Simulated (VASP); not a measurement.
## BP: single point with BLYP+D3(BJ)

Crystal: BP.

```
CELL_PARAMETERS angstrom
0.00000 2.26900 2.26900
2.26900 0.00000 2.26900
2.26900 2.26900 0.00000
ATOMIC_POSITIONS crystal
P 0.75000 0.75000 0.75000
B 0.00000 0.00000 0.00000
```

| Quantity | Value |
| --- | --- |
| Program | VASP 6.6.1 |
| Task | single point |
| Functional | BLYP |
| Dispersion | D3(BJ) |
| Potentials or basis | VASP PAW PBE potentials, release 64 (P, B) |
| Cutoff | 520 eV |
| k mesh | 10 × 10 × 10 |
| Occupations | fermi-dirac, width 0.05 eV |
| Spin | no spin polarisation |
| Dipole correction | no |
| Further INCAR settings | ALGO = Normal; EDIFF = 1e-07; NBANDS = 11 |

- Pressure: -3.6 GPa
- Band gap on the k mesh: 1.54 eV, indirect (least direct gap 3.58 eV)
- Dispersion energy per atom: -0.686 eV

Levels at points of the mesh, in eV from the valence-band top:
```csv
k point,band 1,band 2,band 3,band 4,band 5,band 6,band 7,band 8
"(0.00, 0.00, 0.00)",-15.29,0.00,0.00,0.00,3.58,3.58,3.58,7.46
"(0.50, 0.00, 0.00)",-12.03,-8.83,-1.72,-1.72,3.95,4.95,4.95,10.46
"(0.50, 0.50, 0.00)",-10.52,-8.43,-4.01,-4.01,1.65,1.97,12.18,12.18
```

Run time: 26 s on 1 thread of AMD EPYC 7R43 64-Core Processor (Zen 3), on a shared host, peak memory 0.11 GiB.

Caveat: the PAW data sets were made with another functional, which shifts forces and pressure a little. A k mesh can miss the band edges.
